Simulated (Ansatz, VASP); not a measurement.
## VGe3: VASP beside Ansatz

```
V Ge
1.0
     3.93059    0.00000    0.00000
    -1.96529    3.40399    0.00000
     0.00000    0.00000    4.14833
V Ge
1 3
Direct
  0.00000 0.00000 0.00000
  0.00000 0.00000 0.50000
  0.33333 0.66667 0.00000
  0.66667 0.33333 0.00000
```

Alike in both runs: task relaxation of cell and atoms; functional PBE; k mesh 6 × 6 × 4; occupations gaussian, width 0.1 eV; no spin polarisation.

```csv
,VASP,Ansatz
version,VASP 6.6.1,Ansatz 0.2.0
potentials or method,"VASP PAW PBE potentials, release 64 (V_sv, Ge_d), cutoff 500 eV","scalar-relativistic, plane waves, PAW"
valence electrons in the cell,55,55
```

VASP gave:

| Property | Result |
| --- | --- |
| gap on the k mesh at the Fermi level, each at its own relaxed structure (eV) | none |
| relaxed volume (Å³/atom) | 21.55 |
| relaxed cell length with the largest relative difference (Å) | 4.563 |

Question: Which values does Ansatz return?

Answer: gap on the k mesh at the Fermi level, each at its own relaxed structure (eV): none; relaxed volume (Å³/atom): 21.64; relaxed cell length with the largest relative difference (Å): 4.572.

A gap of «none» marks a metal or a gap that the smearing closes.

The k mesh is coarse, so the values compare programs but aren't converged. Noted on VASP's run: the volume moved by over 15 % at a fixed basis, so the end points are rough.
